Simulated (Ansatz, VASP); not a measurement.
## BaTiO3 in VASP and in Ansatz

```
CELL_PARAMETERS angstrom
3.98550 0.00000 0.00000
0.00000 2.83690 -2.84515
0.00000 2.83690 2.84515
ATOMIC_POSITIONS crystal
Ba 0.00000 0.00000 0.00000
Ti 0.50000 0.48760 0.51240
O 0.00000 0.51260 0.48740
O 0.50000 0.00816 0.50524
O 0.50000 0.49476 0.99184
```

Alike in both runs: task single point; functional PBEsol; k mesh 6 × 6 × 6; no spin polarisation.

|  | VASP | Ansatz |
| --- | --- | --- |
| version | VASP 6.6.1 | Ansatz 0.2.0 |
| potentials or method | VASP PAW PBE potentials, release 64 (Ba_sv, Ti_sv, O), cutoff 600 eV | plane waves, PAW |
| occupations | gaussian, width 0.01 eV | fixed |
| valence electrons in the cell | 40 | 40 |

|  | VASP | Ansatz | Ansatz less VASP |
| --- | --- | --- | --- |
| pressure (GPa) | -2.3 | -3.9 | -1.66 |
| traceless stress, the component that is largest in VASP (GPa) | -0.37 | -0.37 | -0.002 |

VASP's potentials were made for PBE, not for PBEsol.

Neither program's run includes spin-orbit coupling.
